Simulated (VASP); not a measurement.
# Li2O (k06) (Fm-3m) in VASP: single point with PBEsol

Aim: the single point of Li2O (k06) with PBEsol.

All numbers are computed with VASP 6.6.1; they aren't measurements. Logs are shortened: lines on timing, memory, paths and dates and some standing lists are left out, and cuts for length are marked.

## 1. The cell of the first run

The structure is cubic, space group Fm-3m (No. 225). The conventional cell has a = 4.578 Å, b = 4.578 Å, c = 4.578 Å, α = 90.00°, β = 90.00°, γ = 90.00°. Li (site symmetry -43m) has 4 O at 1.98 Å and 6 Li at 2.29 Å within 2.6 Å. Within 2.6 Å of O (site symmetry m-3m) lie 8 Li at 1.98 Å.

## 2. Single point, PBEsol

INCAR reads:

```
PREC     = Accurate       # precision mode
ENCUT    = 750            # plane-wave cutoff, eV
EDIFF    = 1E-6           # SCF threshold, eV
ISMEAR   = 0              # smearing method
SIGMA    = 0.02           # smearing width, eV
LREAL    = False          # projectors in reciprocal space
LASPH    = True           # aspherical terms in the spheres
NELM     = 120            # most SCF steps
ALGO     = Normal         # electronic algorithm
ISIF     = 2              # what is computed and relaxed
LWAVE    = False          # write WAVECAR
LCHARG   = False          # write CHGCAR
GGA      = PS             # functional
NBANDS   = 13             # bands
GGA_COMPAT= False
```

KPOINTS reads:

```
Automatic mesh
0
Gamma
  14 14 14
```

POSCAR reads:

```
Li2O
1.0
    0.0000000000      2.2890547227      2.2890547227
    2.2890547227      0.0000000000      2.2890547227
    2.2890547227      2.2890547227      0.0000000000
Li O
2 1
Direct
    0.2500000000      0.2500000000      0.2500000000
    0.7500000000      0.7500000000      0.7500000000
    0.0000000000      0.0000000000      0.0000000000
```

Potentials or basis: VASP PAW PBE potentials, release 64 (Li_sv, O).

Started as:

```sh
> cat potpaw_PBE.64/Li_sv/POTCAR potpaw_PBE.64/O/POTCAR > POTCAR
> mpirun -np 1 vasp_std > vasp.out
```

OUTCAR:

```text
PREC = Accurate
   ENCUT = 750
   EDIFF = 1E-6
   ISMEAR = 0
   LREAL = False
   LASPH = True
   NELM = 120
   ISIF = 2
   GGA = PS

 ion  position               nearest neighbor table
   1  0.250  0.250  0.250-   3 1.98   3 1.98   3 1.98   3 1.98   2 2.29   2 2.29   2 2.29   2 2.29
                             2 2.29   2 2.29
   2  0.750  0.750  0.750-   3 1.98   3 1.98   3 1.98   3 1.98   1 2.29   1 2.29   1 2.29   1 2.29
                             1 2.29   1 2.29
   3  0.000  0.000  0.000-   1 1.98   2 1.98   2 1.98   2 1.98   2 1.98   1 1.98   1 1.98   1 1.98

  LATTYP: Found a face centered cubic cell.
 ALAT       =     4.5781094454

  Lattice vectors:

 A1 = (   0.0000000000,   2.2890547227,   2.2890547227)
 A2 = (   2.2890547227,   0.0000000000,   2.2890547227)
 A3 = (   2.2890547227,   2.2890547227,   0.0000000000)

Analysis of symmetry for initial positions (statically):
=====================================================================
 Subroutine PRICEL returns:
 Original cell was already a primitive cell.

 Routine SETGRP: Setting up the symmetry group for a
 face centered cubic supercell.

 Subroutine GETGRP returns: Found 48 space group operations
 (whereof 48 operations were pure point group operations)
 out of a pool of 48 trial point group operations.

The static configuration has the point symmetry O_h .

Analysis of symmetry for dynamics (positions and initial velocities):
=====================================================================
 Subroutine PRICEL returns:
 Original cell was already a primitive cell.

 Routine SETGRP: Setting up the symmetry group for a
 face centered cubic supercell.

 Subroutine GETGRP returns: Found 48 space group operations
 (whereof 48 operations were pure point group operations)
 out of a pool of 48 trial point group operations.

The dynamic configuration has the point symmetry O_h .

 Subroutine INISYM returns: Found 48 space group operations
 (whereof 48 operations are pure point group operations),
 and found     1 'primitive' translations

----------------------------------------------------------------------------------------

                                     Primitive cell

  volume of cell :      23.9882

  direct lattice vectors                    reciprocal lattice vectors
     0.000000000  2.289054723  2.289054723    -0.218430776  0.218430776  0.218430776
     2.289054723  0.000000000  2.289054723     0.218430776 -0.218430776  0.218430776
     2.289054723  2.289054723  0.000000000     0.218430776  0.218430776 -0.218430776

  length of vectors
     3.237212234  3.237212234  3.237212234     0.378333202  0.378333202  0.378333202

  position of ions in fractional coordinates (direct lattice)
     0.250000000  0.250000000  0.250000000
     0.750000000  0.750000000  0.750000000
     0.000000000  0.000000000  0.000000000

  ion indices of the primitive-cell ions
   primitive index   ion index
                 1           1
                 2           2
                 3           3

----------------------------------------------------------------------------------------

 KPOINTS: Automatic mesh

Automatic generation of k-mesh.
 Grid dimensions read from file:
 generate k-points for:   14   14   14

 Generating k-lattice:

  Cartesian coordinates                     Fractional coordinates (reciprocal lattice)
    -0.015602198  0.015602198  0.015602198     0.071428571  0.000000000  0.000000000
     0.015602198 -0.015602198  0.015602198     0.000000000  0.071428571  0.000000000
     0.015602198  0.015602198 -0.015602198     0.000000000  0.000000000  0.071428571

  Length of vectors
     0.027023800  0.027023800  0.027023800

  Shift w.r.t. Gamma in fractional coordinates (k-lattice)
     0.000000000  0.000000000  0.000000000

 Subroutine IBZKPT returns following result:
 ===========================================

 Found    104 irreducible k-points:

 Following reciprocal coordinates:
            Coordinates               Weight
  0.000000  0.000000  0.000000      1.000000
  0.071429  0.000000  0.000000      8.000000
  0.142857  0.000000  0.000000      8.000000
  0.214286  0.000000  0.000000      8.000000
  0.285714  0.000000  0.000000      8.000000
  0.357143  0.000000  0.000000      8.000000
[... 16 lines left out ...]
  0.214286  0.142857  0.000000     24.000000
  0.285714  0.142857  0.000000     24.000000
 [... further k-points ...]
   k-points           NKPTS =    104   k-points in BZ     NKDIM =    104   number of bands    NBANDS=     13
   number of dos      NEDOS =    301   number of ions     NIONS =      3
   total plane-waves  NPLWV =  27000
   dimension x,y,z NGX =    30 NGY =   30 NGZ =   30
   dimension x,y,z NGXF=    60 NGYF=   60 NGZF=   60
   ions per type =               2   1
   NGX,Y,Z   is equivalent  to a cutoff of  15.41, 15.41, 15.41 a.u.
   NGXF,Y,Z  is equivalent  to a cutoff of  30.81, 30.81, 30.81 a.u.
 SYSTEM =  unknown system
   PREC   = accura    normal or accurate (medium, high low for compatibility)
   ISTART =      0    job   : 0-new  1-cont  2-samecut
   ICHARG =      2    charge: 1-file 2-atom 10-const
   ISPIN  =      1    spin polarized calculation?
   LNONCOLLINEAR =      F non collinear calculations
   LSORBIT =      F    spin-orbit coupling
   LASPH  =      T    aspherical Exc in radial PAW
   ENCUT  =  750.0 eV  55.12 Ry    7.42 a.u.   7.23  7.23  7.23*2*pi/ulx,y,z
   NELM   =    120;   NELMIN=  2; NELMDL= -5     # of ELM steps
   EDIFF  = 0.1E-05   stopping-criterion for ELM
   LREAL  =      F    real-space projection
   EDIFFG = 0.1E-04   stopping-criterion for IOM
   NSW    =      0    number of steps for IOM
   IBRION =     -1    ionic relax: 0-MD 1-quasi-New 2-CG
   NFREE  =      0    steps in history (QN), initial steepest desc. (CG)
   ISIF   =      2    stress and relaxation
   ISYM   =      2    0-nonsym 1-usesym 2-fastsym
   POTIM  = 0.5000    time-step for ionic-motion
   TEBEG  =    0.0;   TEEND  =   0.0 temperature during run
   PSTRESS=    0.0 pullay stress
   NELECT =      12.0000    total number of electrons
   NUPDOWN=      -1.0000    fix difference up-down
   EMIN   =  10.00;   EMAX   =-10.00  energy-range for DOS
   EFERMI =   0.00;   METHOD = LEGACY
   ISMEAR =     0;   SIGMA  =   0.02  broadening in eV -4-tet -1-fermi 0-gaus
   EFERMI_NEDOS =   21; number of points for ismear=-14 and -15
   IALGO  =     38    algorithm
   IMIX   =      4    mixing-type and parameters
     AMIX     =   0.40;   BMIX     =  1.00
     AMIX_MAG =   1.60;   BMIX_MAG =  1.00
  volume/ion in A,a.u.               =       8.00        53.96
  Fermi-wavevector in a.u.,A,eV,Ry     =   1.299578  2.455847 22.978926  1.688903
  Thomas-Fermi vector in A             =   2.430833
   LORBIT       =      0    0 simple, 1 ext, 2 COOP (PROOUT), +10 PAW based schemes
   GGA     = PS    functional components
   LHFCALC =     F    Hartree Fock is set to
   AEXX    =    0.0000 exact exchange contribution
   IVDW    =     0    specifies the selected vdW correction
   LEPSILON=     F    determine dielectric tensor
   LRPA    =     F    only Hartree local field effects (RPA)
 non-spin polarized calculation
 Gauss-broadening in eV      SIGMA  =   0.02
  energy-cutoff  :      750.00
  volume of cell :       23.99
 maximum number of plane-waves:      1139
 NGX is ok and might be reduce to    30
   NGX = 15   NGY = 15   NGZ = 15

 number of electron      12.0000003 magnetization

 Free energy of the ion-electron system (eV)
  ---------------------------------------------------
  ext. energy  EPLUGINS =         0.00000000
  ---------------------------------------------------
  free energy    TOTEN  =       -14.75675970 eV

  energy without entropy =      -14.75675970  energy(sigma->0) =      -14.75675970

 E-fermi :   1.4812     XC(G=0): -10.0379

 val. band max:        1.3645620413   @ k =   0.0000   0.0000   0.0000
 cond. band min:       6.2374730781   @ k =   0.5000   0.5000   0.0000
 fundamental gap:      4.8729110368
 Fermi energy:         1.4811957277

 k-point     1 :       0.0000    0.0000    0.0000
  band No.  band energies     occupation
      1     -40.8547      2.00000
      2     -40.4732      2.00000
      3     -14.0333      2.00000
      4       1.3646      2.00000
      5       1.3646      2.00000
      6       1.3646      2.00000
      7       6.7186      0.00000
      8      13.3192      0.00000
      9      13.3192      0.00000
     10      13.3192      0.00000
     11      20.4777      0.00000
     12      20.4777      0.00000
     13      20.4777      0.00000

 k-point     2 :       0.0714    0.0000    0.0000
  band No.  band energies     occupation
      1     -40.8490      2.00000
      2     -40.4772      2.00000
      3     -14.0228      2.00000
      4       1.1773      2.00000
      5       1.3388      2.00000
      6       1.3388      2.00000
      7       6.8651      0.00000
      8      13.3394      0.00000
      9      13.3995      0.00000
     10      13.3995      0.00000
     11      19.8235      0.00000
     12      19.8235      0.00000
     13      20.6628      0.00000

 k-point     3 :       0.1429    0.0000    0.0000
  band No.  band energies     occupation
      1     -40.8326      2.00000
      2     -40.4893      2.00000
      3     -13.9936      2.00000
      4       0.6928      2.00000
      5       1.2681      2.00000
      6       1.2681      2.00000
      7       7.2540      0.00000
      8      13.3591      0.00000
      9      13.5943      0.00000
     10      13.5943      0.00000
     11      18.9037      0.00000
     12      18.9037      0.00000
     13      21.1849      0.00000
[... 305 lines left out ...]
 k-point    23 :       0.2143    0.1429    0.0000
  band No.  band energies     occupation
      1     -40.8086      2.00000
      2     -40.5063      2.00000
      3     -13.9498      2.00000
      4       0.4395      2.00000
      5       0.9174      2.00000
      6       1.0168      2.00000
      7       7.5478      0.00000
      8      13.5662      0.00000
      9      13.6724      0.00000
     10      14.2782      0.00000
     11      16.2968      0.00000
     12      21.5841      0.00000
     13      22.4606      0.00000

 k-point    24 :       0.2857    0.1429    0.0000
  band No.  band energies     occupation
      1     -40.7825      2.00000
      2     -40.5261      2.00000
      3     -13.9069      2.00000
      4      -0.1177      2.00000
      5       0.7922      2.00000
      6       0.9712      2.00000
      7       7.9384      0.00000
      8      13.3637      0.00000
      9      13.7884      0.00000
     10      14.6314      0.00000
     11      16.1856      0.00000
     12      21.0985      0.00000
     13      23.0296      0.00000

 [... further k-points ...]
[... 5 lines left out ...]
  --------------------------------------------------------------------------------------
  -------------------------------------------------------------------------------------
  Total        0.0305689      0.0305689      0.0305689      0.0000000      0.0000000     -0.0000000
  in kB        2.0417000      2.0417000      2.0417000      0.0000000      0.0000000     -0.0000000
  external PRESSURE =       2.0417000 kB  Pullay stress =       0.0000000 kB

 VOLUME and BASIS-vectors are now :
 -----------------------------------------------------------------------------
  energy-cutoff  :      750.00
  volume of cell :       23.99
      direct lattice vectors                 reciprocal lattice vectors
     0.000000000  2.289054723  2.289054723    -0.218430776  0.218430776  0.218430776
     2.289054723  0.000000000  2.289054723     0.218430776 -0.218430776  0.218430776
     2.289054723  2.289054723  0.000000000     0.218430776  0.218430776 -0.218430776

 POSITION                                       TOTAL-FORCE (eV/Angst)
 -----------------------------------------------------------------------------------
      1.14453      1.14453      1.14453         0.000000      0.000000      0.000000
      3.43358      3.43358      3.43358        -0.000000     -0.000000     -0.000000
      0.00000      0.00000      0.00000         0.000000      0.000000     -0.000000
 -----------------------------------------------------------------------------------
    total drift:                                0.000000     -0.000000      0.000000

  FREE ENERGIE OF THE ION-ELECTRON SYSTEM (eV)
  ---------------------------------------------------
  free  energy   TOTEN  =       -14.7567596997 eV

  energy  without entropy=      -14.7567596997  energy(sigma->0) =      -14.75675970
```

Run time: 52 s. Hardware: 1 thread of Intel Xeon Platinum 8259CL at 2.50GHz (Skylake/Cascade Lake), shared host; peak memory 0.19 GiB.

What came out:

```yaml
Free_energy: -14.7568 eV
Pressure: 0.2 GPa
Band_gap_on_the_k_mesh: 4.87 eV, indirect (least direct gap 5.35 eV)
```

Caveat: the PAW data sets were made with another functional, which shifts forces and pressure a little. A k mesh can miss the band edges.
